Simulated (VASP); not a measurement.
Write the native input for VASP 6.6.1 that does the following.

```
Task                   : single point
Functional             : PBE
Potentials or basis    : VASP PAW PBE potentials, release 64 (Ga_d, N)
Cutoff                 : 520 eV
k mesh                 : 6 × 6 × 4, shifted
Occupations            : fermi-dirac, width 0.01 eV
Spin                   : no spin polarisation
Dipole correction      : no
Further INCAR settings : ALGO = Normal; EDIFF = 1e-06; NBANDS = 26; ISYM = 0
```

The structure of GaN lies in POSCAR:

```
GaN
1.0
    3.2186213467      0.0000000000      0.0000000000
   -1.6093106733      2.7874078500      0.0000000000
    0.0000000000      0.0000000000      5.2435339950
Ga N
2 2
Direct
    0.6666666667      0.3333333333      0.4991368700
    0.3333333333      0.6666666667      0.9991368700
    0.6666666667      0.3333333333      0.8758631300
    0.3333333333      0.6666666667      0.3758631300
```

These files were run (other wordings do the same):

INCAR

```
SYSTEM = GaN
  ALGO = Normal
  EDIFF = 1E-6
  ENCUT = 520
  GGA = PE
  ISIF = 2
  ISMEAR = -1
  ISYM = 0
  LASPH = .True.
  LCHARG = .False.
  LREAL = .False.
  LWAVE = .False.
  NBANDS = 26
  NELM = 100
  PREC = Accurate
  SIGMA = 0.01
```

KPOINTS

```
Automatic mesh
0
Gamma
  6 6 4
  0.5 0.5 0.5
```

Potentials or basis: VASP PAW PBE potentials, release 64 (Ga_d, N).

The run is started by

```bash
$ cat potpaw_PBE.64/Ga_d/POTCAR potpaw_PBE.64/N/POTCAR > POTCAR
$ mpirun -np 1 vasp_std > vasp.out
```

It gave:

* Pressure: 0.1 GPa
* Band gap on the k mesh: 2.72 eV

Caveat: a shifted mesh leaves out Γ, where band edges can lie.

Run time: 4 min on 1 thread of AMD EPYC 7R43 64-Core Processor (Zen 3), with other jobs on the host, peak memory 0.28 GiB.
